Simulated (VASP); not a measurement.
Here is a VASP 6.6.1 calculation.

File POSCAR:

```
NaH
1.0
    0.0839129301      2.4814252199      2.4814252199
    2.4814252199      0.0839129301      2.4814252199
    2.4814252199      2.4814252199      0.0839129301
Na H
1 1
Direct
    0.0000000000      0.0000000000      0.0000000000
    0.5000000000      0.5000000000      0.5000000000
```

INCAR.step1

```
PREC = Accurate
ENCUT = 520
ISMEAR = 0
SIGMA = 0.01
LREAL = F
LASPH = T
NELM = 60
NBANDS = 11
GGA = PE
ALGO = Normal
EDIFF = 1E-4
LWAVE = T
LCHARG = F
```

Contents of INCAR.step2:

```
PREC = Accurate
ENCUT = 520
EDIFF = 1E-6
ISMEAR = 0
SIGMA = 0.01
LREAL = F
LASPH = T
NELM = 60
ALGO = Normal
ISIF = 2
LWAVE = F
LCHARG = T
METAGGA = R2SCAN
LMIXTAU = T
LELF = T
LVHAR = T
NBANDS = 11
ISTART = 1
```

File KPOINTS:

```
Automatic mesh
0
Gamma
  10 10 10
```

Potentials or basis: VASP PAW PBE potentials, release 64 (Na_pv, H).

The run is started by

```bash
$ cat potpaw_PBE.64/Na_pv/POTCAR potpaw_PBE.64/H/POTCAR > POTCAR
$ cp INCAR.step1 INCAR
$ mpirun -np 1 vasp_std > vasp.out
$ cp INCAR.step2 INCAR
$ mpirun -np 1 vasp_std > vasp.out
```

Q: What does it give for the pressure?

A: -1.4 GPa.

Q: Estimate the band gap on the k mesh.

A: 4.02 eV (least direct gap 5.05 eV).

Stress tensor (GPa, compression positive):
```
-1.39 -0.87 -0.87
-0.87 -1.39 -0.87
-0.87 -0.87 -1.39
```

Caveat: the cell differs from its parent crystal (strain along [111] +5.2%); the PAW data sets were made with another functional, which shifts forces and pressure a little. A k mesh can miss the band edges.
